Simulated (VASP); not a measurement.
Write the native input for VASP 6.6.1 that does the following.

```yaml
Task: electric field gradients
Functional: LDA
Potentials_or_basis: VASP PAW LDA potentials, release 64 (Si, W_sv)
Cutoff: 520 eV
k_mesh: 20 × 20 × 20
Occupations: fermi-dirac, width 0.05 eV
Spin: no spin polarisation
Dipole_correction: no
Further_INCAR_settings: ALGO = Normal; EDIFF = 1e-08; NBANDS = 18
```

The structure of Si2W lies in POSCAR:

```
Si2W
1.0
   -1.6069000000      1.6069000000      3.9149500000
    1.6069000000     -1.6069000000      3.9149500000
    1.6069000000      1.6069000000     -3.9149500000
Si W
2 1
Direct
    0.3343886318      0.3343886318      0.0000000000
    0.6656113682      0.6656113682      0.0000000000
    0.0000000000      0.0000000000      0.0000000000
```

One way to write it, as run:

INCAR

```
ALGO     = Normal         # electronic algorithm
EDIFF    = 1E-8           # SCF threshold, eV
ENCUT    = 520            # plane-wave cutoff, eV
GGA      = CA             # functional
ISIF     = 2              # what is computed and relaxed
ISMEAR   = -1             # smearing method
LASPH    = True           # aspherical terms in the spheres
LCHARG   = False          # write CHGCAR
LEFG     = True         
LREAL    = False          # projectors in reciprocal space
LWAVE    = False          # write WAVECAR
NBANDS   = 18             # bands
NELM     = 100            # most SCF steps
PREC     = Accurate       # precision mode
SIGMA    = 0.05           # smearing width, eV
```

KPOINTS

```
k-points
0
Gamma
  20 20 20
```

Potentials or basis: VASP PAW LDA potentials, release 64 (Si, W_sv).

Command:

```bash
$ cat potpaw_LDA.64/Si/POTCAR potpaw_LDA.64/W_sv/POTCAR > POTCAR
$ mpirun -np 1 vasp_std > vasp.out
```

It gave:

```
Pressure                                : -5.1 GPa
Largest force                           : 0.103 eV/Å
Band gap on the k mesh                  : zero (bands 11 and 12 overlap by 1.28 eV)
Largest electric field gradient by atom : Si -10.0; W -144.3 V/Å²
```

Caveat: the cell stands under tension; without QUAD_EFG the Cq values of the log hold for a quadrupole moment of 1 mb, not for the nuclei; spin-orbit coupling is left out, which moves the levels of the heavy elements.

It took 18 min on 1 thread of AMD EPYC 7R13 (shared host), peak memory 0.5 GiB.
